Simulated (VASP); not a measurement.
## KCl: single point with r2SCAN

Crystal: KCl.

```
K Cl
1.0
    -0.03921    3.10564    3.10564
     3.10564   -0.03921    3.10564
     3.10564    3.10564   -0.03921
K Cl
1 1
Cartesian
  0.0000 0.0000 0.0000
  3.0860 3.0860 3.0860
```

This cell differs from its parent crystal: strain along [111] -1.9%.

* Program: VASP 6.6.1
* Task: single point
* Functional: r2SCAN
* Potentials or basis: VASP PAW PBE potentials, release 64 (K_sv, Cl)
* Cutoff: 520 eV
* k mesh: 8 × 8 × 8
* Occupations: gaussian, width 0.01 eV
* Spin: no spin polarisation

```
Pressure               : 0.4 GPa
Band gap on the k mesh : 5.88 eV, direct
```

Stress tensor (GPa, compression positive):
```
0.38 0.08 0.08
0.08 0.38 0.08
0.08 0.08 0.38
```

Levels at points of the mesh, in eV from the valence-band top:
| k point | band 6 | band 7 | band 8 | band 9 | band 10 | band 11 |
| --- | --- | --- | --- | --- | --- | --- |
| (0.00, 0.00, 0.00) | -0.04 | -0.04 | 0.00 | 5.88 | 8.96 | 8.96 |
| (0.50, 0.00, 0.00) | -1.11 | -0.37 | -0.33 | 8.17 | 9.28 | 11.28 |
| (0.50, 0.50, 0.00) | -0.71 | -0.27 | -0.24 | 6.99 | 9.28 | 10.79 |
| (0.50, 0.50, 0.50) | -1.10 | -0.39 | -0.39 | 8.16 | 9.36 | 11.41 |

It took 3 min on 1 thread of Intel Xeon 6975P-C (shared host), peak memory 0.25 GiB.

Caveat: the cell differs from its parent crystal (strain along [111] -1.9%); the PAW data sets were made with another functional, which shifts forces and pressure a little. A k mesh can miss the band edges.
